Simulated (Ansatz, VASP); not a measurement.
**SiC: VASP beside Ansatz**

The input INCAR:

```
PREC     = Accurate       # precision mode
ENCUT    = 520            # plane-wave cutoff, eV
EDIFF    = 1E-6           # SCF threshold, eV
ISMEAR   = 0              # smearing method
SIGMA    = 0.05           # smearing width, eV
LREAL    = False          # projectors in reciprocal space
LASPH    = True           # aspherical terms in the spheres
NELM     = 100            # most SCF steps
ALGO     = Normal         # electronic algorithm
ISIF     = 2              # what is computed and relaxed
LWAVE    = False          # write WAVECAR
LCHARG   = False          # write CHGCAR
GGA      = RE             # functional
IVDW     = 12             # dispersion correction
NBANDS   = 11             # bands
```

The input KPOINTS:

```
Automatic mesh
0
Gamma
  10 10 10
```

Contents of POSCAR:

```
SiC
1.0
    0.0000000000      2.1667290560      2.1667290560
    2.1667290560      0.0000000000      2.1667290560
    2.1667290560      2.1667290560      0.0000000000
Si C
1 1
Direct
    0.0000000000      0.0000000000      0.0000000000
    0.7500000000      0.7500000000      0.7500000000
```

Input for Ansatz:

```yaml
crystal:
  lattice:
    - [0.0, 2.166729056, 2.166729056]
    - [2.166729056, 0.0, 2.166729056]
    - [2.166729056, 2.166729056, 0.0]
  atoms:
    - { symbol: Si, position: [0.0, 0.0, 0.0] }
    - { symbol: C, position: [0.75, 0.75, 0.75] }
basis:
  ecutwfc: 420
  ecutrho_ratio: 4
kpoints:
  mp_grid: { grid: [10, 10, 10] }
hamiltonian:
  xc: revpbe
  dispersion: d3bj
scf:
  occupations: { method: gaussian, width: 0.05 }
output:
  forces: true
  stress: true
  eigenvalues: true
```

Alike in both runs: task single point; functional revPBE; dispersion D3(BJ); k mesh 10 × 10 × 10; occupations gaussian, width 0.05 eV; no spin polarisation.

|  | VASP | Ansatz |
| --- | --- | --- |
| version | VASP 6.6.1 | Ansatz 0.2.0 |
| potentials or method | VASP PAW PBE potentials, release 64 (Si, C), cutoff 520 eV | scalar-relativistic, plane waves, PAW |
| valence electrons in the cell | 8 | 8 |

```csv
,VASP,Ansatz,Ansatz less VASP
gap on the k mesh at the Fermi level (eV),1.34,1.35,+0.006
least direct gap on the mesh (eV),4.55,4.57,+0.017
pressure (GPa),-0.4,0.0,+0.43
```

VASP's potentials were made for PBE, not for revPBE.
